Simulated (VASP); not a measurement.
A run of VASP 6.6.1:

INCAR

```
PREC = Accurate
ENCUT = 520
EDIFF = 1E-6
ISMEAR = -1
SIGMA = 0.05
LREAL = F
LASPH = T
NELM = 80
ALGO = Normal
ISIF = 2
LWAVE = F
LCHARG = T
LDIPOL = T
IDIPOL = 3
DIPOL = 0.5 0.5 0.500
GGA = PE
LELF = T
LVHAR = T
LVACPOTAV = T
NBANDS = 36
```

File KPOINTS:

```
regular mesh
0
Gamma
  12 9 1
```

POSCAR

```
Au
1.0
    2.9400990585      0.0000000000      0.0000000000
    0.0000000000      4.1579279633      0.0000000000
    0.0000000000      0.0000000000     21.8802000000
Au
5
Direct
    0.0000000000      0.0000000000      0.3656274140
    0.5000000000      0.5000000000      0.4328137068
    0.0000000000      0.0000000000      0.5000000000
    0.5000000000      0.5000000000      0.5671862932
    0.0000000000      0.0000000000      0.6343725860
```

Potentials or basis: VASP PAW PBE potentials, release 64 (Au).

The run is started by

```console
$ cat potpaw_PBE.64/Au/POTCAR > POTCAR
$ mpirun -np 1 vasp_std > vasp.out
```

Hardware: 1 thread of Intel(R) Xeon(R) 6975P-C (Granite Rapids), on a shared host.

**Question.** How long does it take, and how much memory?

**Answer.** Run time: 3.3 min on 1 thread of Intel(R) Xeon(R) 6975P-C (Granite Rapids), with other jobs on the host, peak memory 0.46 GiB. Counts: scf iterations 19, k points 35.
